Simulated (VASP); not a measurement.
# Al16SbN15 (a cell with a defect) in VASP: a series of runs, part 2 of 3

VASP 6.6.1. The steps go on from the part before.

## 4. Single point, PBE

Input file INCAR:

```
SYSTEM = Al16SbN15
PREC     = Accurate       ! precision mode
ENCUT    = 520            ! plane-wave cutoff, eV
EDIFF    = 1E-6           ! SCF threshold, eV
ISMEAR   = -1             ! smearing method
SIGMA    = 0.01           ! smearing width, eV
LREAL    = Auto         
LASPH    = .TRUE.         ! aspherical terms in the spheres
NELM     = 120            ! most SCF steps
ALGO     = Normal         ! electronic algorithm
ISIF     = 2              ! what is computed and relaxed
LWAVE    = .FALSE.        ! write WAVECAR
LCHARG   = .FALSE.        ! write CHGCAR
GGA      = PE             ! functional
NBANDS   = 86             ! bands
NELECT   = 129.0        
GGA_COMPAT= .FALSE.
```

Input file KPOINTS:

```
Automatic mesh
0
Gamma
  1 1 1
  0.25 0.25 0.25
```

Input file POSCAR:

```
Al16SbN15
1.0
    6.2595139128      0.0000000578      0.0000000000
   -3.1297570064      5.4208980350      0.0000000000
    0.0000000000      0.0000000000     10.0348065929
Al N Sb
16 15 1
Direct
    0.3356500486      0.1657458213      0.2501860958
    0.1676130041      0.3331208407      0.4957192009
    0.3297115971      0.1710966873      0.7570101209
    0.1665546875      0.3340667268      1.0064285260
    0.3360367564      0.6701016649      0.2492420170
    0.2314164251      0.8665179346      0.5220704812
    0.3301225573      0.6616499927      0.7564482021
    0.1750870991      0.8383315739      0.9911221850
    0.8308693683      0.1649435629      0.2490386646
    0.6349401222      0.2697374707      0.5220163660
    0.8388242557      0.1704188678      0.7564556350
    0.6624758853      0.3258230995      0.9910945489
    0.8346291195      0.6668481674      0.1963715310
    0.6334391217      0.8673680950      0.5214669683
    0.8329360853      0.6680453550      0.7494119968
    0.6623587155      0.8383724765      0.9916630883
    0.3307068895      0.1710967507      0.4376217514
    0.1683880944      0.3327343600      0.1918039685
    0.3280938798      0.1726416721      0.9414165270
    0.1670689008      0.3331766847      0.6889811283
    0.3279598681      0.6618627907      0.4359385234
    0.1827623366      0.8395440576      0.1756078463
    0.3277353485      0.6596906852      0.9407264465
    0.1719530189      0.8362638769      0.7110776578
    0.8388755450      0.1723774127      0.4357041399
    0.6619509762      0.3189549618      0.1755790980
    0.8407507596      0.1728359974      0.9407404190
    0.6647439336      0.3289919422      0.7110324128
    0.6619338379      0.8387166097      0.1762156245
    0.8318990293      0.6688895781      0.9456821096
    0.6647584332      0.8355988223      0.7090963686
    0.8325750367      0.6687454985      0.4335090600
```

Command:

```sh
cat potpaw_PBE.64/Al/POTCAR potpaw_PBE.64/N/POTCAR potpaw_PBE.64/Sb/POTCAR > POTCAR
mpirun -np 1 vasp_std > vasp.out
```

Wall time 5.1 min (1 thread of Intel Xeon Platinum 8375C at 2.90GHz (Ice Lake), shared host); peak memory 0.49 GiB.

It converged, with:

```yaml
Free_energy: -216.6142 eV
Largest_force: 0.305 eV/Å
```

Forces on the atoms (eV/Å):
```
Al   0.133 -0.073 -0.054
Al  -0.266  0.149 -0.002
Al   0.130 -0.064  0.005
Al  -0.107  0.065  0.006
Al   0.048 -0.085  0.030
Al  -0.001  0.049  0.080
Al   0.113 -0.081  0.000
Al  -0.120  0.076  0.011
Al   0.094 -0.004  0.035
Al  -0.038 -0.017  0.077
Al   0.125 -0.070  0.002
Al  -0.133  0.069  0.017
Al   0.179 -0.102 -0.061
Al  -0.136  0.063 -0.054
Al   0.138 -0.086  0.017
Al  -0.136  0.064 -0.005
N    0.125 -0.088 -0.184
N   -0.106  0.052 -0.005
N    0.143 -0.079 -0.071
N   -0.142  0.099  0.001
N    0.147 -0.066  0.092
N   -0.207  0.099  0.030
N    0.217 -0.070  0.027
N   -0.135  0.057 -0.096
N    0.129 -0.061  0.103
N   -0.189  0.096  0.033
N    0.186 -0.145  0.029
N   -0.138  0.085 -0.092
N   -0.190  0.130 -0.072
N    0.200 -0.105 -0.012
N   -0.147  0.098  0.164
Sb   0.083 -0.058 -0.050
```

Levels at points of the mesh, in eV from the Fermi level:
```
           k point  band 63  band 64  band 65  band 66  band 67  band 68
(0.25, 0.25, 0.25)    -2.00    -1.39     0.00     2.10     2.38     2.68
```

Caveat: the k points lie up to 0.58 Å⁻¹ apart, too coarse for converged energies and pressures of a metal; the cell carries a net charge on a neutralising background, which shifts energy and pressure; the cell is charged against a uniform background, so pressure and absolute levels hang on convention; spin-orbit coupling is left out, which moves the levels of the heavy elements; an odd number of electrons without spin polarisation forces a metal; a magnetic or distorted state may lie lower.

## 5. Single point, PBE

Input file INCAR:

```
SYSTEM = Al16SbN15
PREC     = Accurate       ! precision mode
ENCUT    = 520            ! plane-wave cutoff, eV
EDIFF    = 1E-6           ! SCF threshold, eV
ISMEAR   = -1             ! smearing method
SIGMA    = 0.01           ! smearing width, eV
LREAL    = Auto         
LASPH    = .True.         ! aspherical terms in the spheres
NELM     = 120            ! most SCF steps
ALGO     = Normal         ! electronic algorithm
ISIF     = 2              ! what is computed and relaxed
LWAVE    = .False.        ! write WAVECAR
LCHARG   = .False.        ! write CHGCAR
GGA      = PE             ! functional
NBANDS   = 86             ! bands
GGA_COMPAT= .False.
```

KPOINTS is that of step 4.

Input file POSCAR:

```
Al16SbN15
1.0
    6.2595139128      0.0000000578      0.0000000000
   -3.1297570064      5.4208980350      0.0000000000
    0.0000000000      0.0000000000     10.0348065929
Al N Sb
16 15 1
Direct
    0.3352015674      0.1617217232      0.2512733214
    0.1659754123      0.3306681450      0.4988329462
    0.3278991904      0.1684755298      0.7570130082
    0.1653595343      0.3312107356      1.0091997673
    0.3350916997      0.6700822545      0.2516490802
    0.2061770679      0.8532773342      0.5203412444
    0.3277233757      0.6551597108      0.7562759934
    0.1790652856      0.8377437609      0.9906246403
    0.8266088355      0.1617060784      0.2515327483
    0.6438242482      0.2908570788      0.5202727741
    0.8412305063      0.1686694982      0.7563739203
    0.6587004551      0.3174636531      0.9906293264
    0.8323645528      0.6644084879      0.1787672538
    0.6438199960      0.8529716225      0.5208714986
    0.8319576089      0.6645439534      0.7498130436
    0.6580700881      0.8384344432      0.9909967918
    0.3326150026      0.1644843812      0.4429187576
    0.1666338739      0.3301821181      0.1974287052
    0.3264335590      0.1699959465      0.9405066540
    0.1667424012      0.3293556866      0.6892946663
    0.3313114834      0.6696079551      0.4448310191
    0.1828993868      0.8375082554      0.1745943422
    0.3255430863      0.6553883713      0.9395814253
    0.1748333250      0.8342419949      0.7060756767
    0.8271041020      0.1652820821      0.4446921982
    0.6592712633      0.3140636171      0.1745877217
    0.8410305829      0.1708402379      0.9396863300
    0.6621810934      0.3214964856      0.7060923777
    0.6585906081      0.8379145410      0.1754915315
    0.8302901146      0.6660993542      0.9468668449
    0.6626757263      0.8337396473      0.7056921694
    0.8307515303      0.6664337993      0.4141821767
```

Command:

```sh
cat potpaw_PBE.64/Al/POTCAR potpaw_PBE.64/N/POTCAR potpaw_PBE.64/Sb/POTCAR > POTCAR
mpirun -np 1 vasp_std > vasp.out
```

It took 4.5 min on 1 thread of Intel Xeon Platinum 8375C at 2.90GHz (Ice Lake), shared host; peak memory 0.49 GiB.

Results (log left out):

| Property | Result |
| --- | --- |
| Free energy | -226.8085 eV |
| Pressure | 14.5 GPa |
| Largest force | 0.299 eV/Å |
| Band gap on the k mesh | 2.40 eV |

Forces in eV/Å, atoms in the order of the input:
```
Al   0.122 -0.076 -0.105
Al  -0.249  0.142  0.010
Al   0.112 -0.065  0.027
Al  -0.104  0.055  0.002
Al   0.086 -0.068  0.057
Al  -0.036  0.083  0.088
Al   0.126 -0.074 -0.015
Al  -0.132  0.090  0.009
Al   0.105 -0.048  0.061
Al  -0.089 -0.010  0.093
Al   0.117 -0.081 -0.014
Al  -0.137  0.073  0.008
Al   0.170 -0.094 -0.054
Al  -0.173  0.090 -0.024
Al   0.153 -0.096 -0.005
Al  -0.128  0.067  0.005
N    0.224 -0.132  0.147
N   -0.145  0.078 -0.002
N    0.130 -0.073 -0.065
N   -0.154  0.107 -0.008
N    0.228 -0.132 -0.108
N   -0.196  0.116  0.052
N    0.226 -0.067  0.035
N   -0.180  0.104 -0.037
N    0.221 -0.116 -0.101
N   -0.191  0.098  0.054
N    0.169 -0.150  0.028
N   -0.185  0.116 -0.044
N   -0.174  0.113 -0.096
N    0.221 -0.119 -0.014
N   -0.205  0.120  0.082
Sb   0.069 -0.049 -0.069
```

Stress tensor (GPa, compression positive):
```
13.67 -0.97 -0.08
-0.97 12.53  0.03
-0.08  0.03 17.34
```

Levels at points of the mesh, in eV from the valence-band top:
| k point | band 62 | band 63 | band 64 | band 65 | band 66 | band 67 |
| --- | --- | --- | --- | --- | --- | --- |
| (0.25, 0.25, 0.25) | -0.78 | -0.35 | 0.00 | 2.42 | 3.65 | 4.10 |

Caveat: the k points lie up to 0.58 Å⁻¹ apart; spin-orbit coupling is left out, which moves the levels of the heavy elements.

## 6. Relaxation of the atoms, PBE

Input file INCAR:

```
SYSTEM = Al16SbN15
ALGO     = Normal         ! electronic algorithm
EDIFF    = 1E-7           ! SCF threshold, eV
EDIFFG   = -0.03          ! ionic threshold
ENCUT    = 520            ! plane-wave cutoff, eV
GGA      = PE             ! functional
GGA_COMPAT= .False.      
IBRION   = 2              ! ionic algorithm
ISIF     = 2              ! what is computed and relaxed
ISMEAR   = -1             ! smearing method
LASPH    = .True.         ! aspherical terms in the spheres
LCHARG   = .False.        ! write CHGCAR
LREAL    = Auto         
LWAVE    = .False.        ! write WAVECAR
NELECT   = 129.0        
NELM     = 120            ! most SCF steps
NELMIN   = 4            
NSW      = 100            ! ionic steps
PREC     = Accurate       ! precision mode
SIGMA    = 0.01           ! smearing width, eV
```

KPOINTS is that of step 5.

Input file POSCAR:

```
Al16SbN15
1.0
    6.2595139100      0.0000000600      0.0000000000
   -3.1297570100      5.4208980300      0.0000000000
    0.0000000000      0.0000000000     10.0348065900
Al N Sb
16 15 1
Direct
    0.3333333300      0.1666666700      0.2496176900
    0.1666666700      0.3333333300      0.4996176900
    0.3333333300      0.1666666700      0.7496176900
    0.1666666700      0.3333333300      0.9996176900
    0.3333333300      0.6666666700      0.2496176900
    0.1666666700      0.8333333300      0.4996176900
    0.3333333300      0.6666666700      0.7496176900
    0.1666666700      0.8333333300      0.9996176900
    0.8333333300      0.1666666700      0.2496176900
    0.6666666700      0.3333333300      0.4996176900
    0.8333333300      0.1666666700      0.7496176900
    0.6666666700      0.3333333300      0.9996176900
    0.8333333300      0.6666666700      0.2496176900
    0.6666666700      0.8333333300      0.4996176900
    0.8333333300      0.6666666700      0.7496176900
    0.6666666700      0.8333333300      0.9996176900
    0.3333333300      0.1666666700      0.4403823100
    0.1666666700      0.3333333300      0.1903823100
    0.3333333300      0.1666666700      0.9403823100
    0.1666666700      0.3333333300      0.6903823100
    0.3333333300      0.6666666700      0.4403823100
    0.1666666700      0.8333333300      0.1903823100
    0.3333333300      0.6666666700      0.9403823100
    0.1666666700      0.8333333300      0.6903823100
    0.8333333300      0.1666666700      0.4403823100
    0.6666666700      0.3333333300      0.1903823100
    0.8333333300      0.1666666700      0.9403823100
    0.6666666700      0.3333333300      0.6903823100
    0.6666666700      0.8333333300      0.1903823100
    0.8333333300      0.6666666700      0.9403823100
    0.6666666700      0.8333333300      0.6903823100
    0.8333333300      0.6666666700      0.4403823100
```

Potentials or basis: VASP PAW PBE potentials, release 64 (Al, N, Sb).

Command:

```sh
cat potpaw_PBE.64/Al/POTCAR potpaw_PBE.64/N/POTCAR potpaw_PBE.64/Sb/POTCAR > POTCAR
mpirun -np 1 vasp_std > vasp.out
```

It took 15 min on 1 thread of Intel Xeon Platinum 8375C at 2.90GHz (Ice Lake), shared host; peak memory 0.5 GiB.

The run converged. Its results:

- Free energy: -216.6370 eV
- Energy gained by relaxing: 434.2 meV/atom
- Ionic steps: 22
- Largest force after relaxing: 0.027 eV/Å

Forces on the atoms (eV/Å):
```
Al   0.001  0.000 -0.004
Al   0.000  0.000  0.011
Al   0.002 -0.001  0.001
Al   0.000  0.000 -0.023
Al   0.000  0.001 -0.004
Al  -0.003 -0.002 -0.001
Al   0.000  0.002  0.001
Al  -0.007 -0.004  0.005
Al  -0.001  0.000 -0.004
Al   0.000  0.003 -0.001
Al  -0.002 -0.001  0.001
Al   0.000  0.008  0.005
Al   0.000  0.000 -0.017
Al   0.003 -0.002 -0.001
Al   0.000  0.000  0.027
Al   0.007 -0.004  0.005
N    0.006 -0.003  0.003
N    0.000  0.000 -0.008
N    0.002 -0.001  0.002
N    0.000  0.000  0.015
N    0.000  0.006  0.003
N    0.012  0.007  0.001
N    0.000  0.002  0.002
N   -0.002 -0.001 -0.003
N   -0.006 -0.003  0.003
N    0.000 -0.014  0.001
N   -0.002 -0.001  0.002
N    0.000  0.003 -0.003
N   -0.012  0.007  0.001
N    0.000  0.000 -0.002
N    0.002 -0.001 -0.003
Sb   0.000  0.000 -0.016
```

Step by step:
| step | energy change (eV) | largest force (eV/Å) | pressure (GPa) |
| --- | --- | --- | --- |
| 1 | 0.0000 | 17.8729 | 29.52 |
| 2 | 4.8361 | 33.8064 | 31.70 |
| 3 | -12.2005 | 2.7612 | 22.35 |
| 4 | -12.2726 | 2.6762 | 22.42 |
| 5 | -12.2749 | 2.6482 | 22.45 |
| 6 | -13.3417 | 1.5572 | 21.45 |
| 7 | -13.4021 | 1.0991 | 21.45 |
| 8 | -13.6989 | 0.7576 | 21.14 |
| 9 | -13.7002 | 0.8053 | 21.13 |
| 10 | -13.8298 | 0.4296 | 20.85 |
| 11 | -13.8344 | 0.4449 | 20.79 |
| 12 | -13.8714 | 0.3072 | 20.72 |
| 13 | -13.8725 | 0.3697 | 20.71 |
| 14 | -13.8846 | 0.1389 | 20.61 |
| 15 | -13.8846 | 0.1402 | 20.61 |
| 16 | -13.8898 | 0.1131 | 20.57 |
| 17 | -13.8901 | 0.1170 | 20.56 |
| 18 | -13.8923 | 0.0607 | 20.53 |
| 19 | -13.8923 | 0.0609 | 20.53 |
| 20 | -13.8928 | 0.0406 | 20.53 |
| 21 | -13.8928 | 0.0373 | 20.53 |
| 22 | -13.8931 | 0.0267 | 20.53 |

Final structure:
```xyz
32
Lattice="6.2595 0.0000 0.0000 -3.1298 5.4209 0.0000 0.0000 0.0000 10.0348" Properties=species:S:1:pos:R:3 pbc="T T T"
Al    1.5795    0.8950    2.4993
Al    0.0000    1.8070    4.9679
Al    1.5351    0.9207    7.5879
Al    0.0000    1.8070    0.0622
Al    0.0000    3.6309    2.4993
Al   -1.2578    4.6947    5.2333
Al    0.0000    3.5795    7.5879
Al   -1.5246    4.5407    9.9413
Al    4.6800    0.8950    2.4993
Al    3.1298    1.4523    5.2333
Al    4.7244    0.9207    7.5879
Al    3.1298    1.7605    9.9413
Al    3.1298    3.6139    1.9601
Al    1.2578    4.6947    5.2333
Al    3.1298    3.6139    7.5125
Al    1.5246    4.5407    9.9413
N     1.5378    0.9191    4.3750
N     0.0000    1.8070    1.9218
N     1.5242    0.9270    9.4372
N     0.0000    1.8070    6.9074
N     0.0000    3.5827    4.3750
N    -1.5014    4.5541    1.7582
N     0.0000    3.5669    9.4372
N    -1.5428    4.5302    7.1243
N     4.7217    0.9191    4.3750
N     3.1298    1.7336    1.7582
N     4.7353    0.9270    9.4372
N     3.1298    1.7814    7.1243
N     1.5014    4.5541    1.7582
N     3.1298    3.6139    9.4843
N     1.5428    4.5302    7.1243
Sb    3.1298    3.6139    4.3422
```

Levels at points of the mesh, in eV from the Fermi level:
```
           k point  band 61  band 62  band 63  band 64  band 65  band 66  band 67  band 68
(0.25, 0.25, 0.25)    -3.95    -2.21    -1.98    -1.37     0.00     2.08     2.40     2.67
```

Caveat: the k points lie up to 1.16 Å⁻¹ apart, too coarse for converged energies and pressures of a metal; the cell carries a net charge on a neutralising background, which shifts energy and pressure; the cell is charged against a uniform background, so pressure and absolute levels hang on convention; spin-orbit coupling is left out, which moves the levels of the heavy elements; an odd number of electrons without spin polarisation forces a metal; a magnetic or distorted state may lie lower.

[end of part 2 of 3]
